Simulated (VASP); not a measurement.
Write the native input for VASP 6.6.1 that does the following.

```yaml
Task: single point
Functional: PBE
Potentials_or_basis: VASP PAW PBE potentials, release 64 (Ag, Pd)
Cutoff: 520 eV
k_mesh: 6 × 6 × 6
Occupations: gaussian, width 0.1 eV
Spin: no spin polarisation
Dipole_correction: no
Further_INCAR_settings: ALGO = Normal; EDIFF = 1e-06; NBANDS = 22
```

The structure of AgPd2 lies in POSCAR:

```
AgPd2
1.0
    1.4063643994      0.8119648646      7.0111468252
   -1.4063643994      0.8119648646      7.0111468252
    0.0000000000     -1.6239297292      7.0111468252
Ag Pd
1 2
Direct
    0.0000000000      0.0000000000      0.0000000000
    0.7785556342      0.7785556342      0.7785556342
    0.2214443658      0.2214443658      0.2214443658
```

These files were run (other wordings do the same):

INCAR

```
ALGO = Normal ; EDIFF = 1E-6
ENCUT = 520 ; GGA = PE
ISIF = 2 ; ISMEAR = 0
LASPH = True ; LCHARG = False
LREAL = False ; LWAVE = False
NBANDS = 22 ; NELM = 80
PREC = Accurate ; SIGMA = 0.1
```

KPOINTS

```
k-points
0
Gamma
  6 6 6
```

Potentials or basis: VASP PAW PBE potentials, release 64 (Ag, Pd).

The run is started by

```console
$ cat potpaw_PBE.64/Ag/POTCAR potpaw_PBE.64/Pd/POTCAR > POTCAR
$ mpirun -np 1 vasp_std > vasp.out
```

It gave:

The pressure is -0.1 GPa and the largest force is 0.004 eV/Å. The band gap on the k mesh is zero (an odd number of electrons rules out a gap without spin polarisation).

Caveat: the k points lie up to 0.43 Å⁻¹ apart, too coarse for converged energies and pressures of a metal.

Wall time 2.2 min on 1 thread of Intel(R) Xeon(R) Platinum 8488C (Sapphire Rapids), with other jobs on the host, peak memory 0.39 GiB.
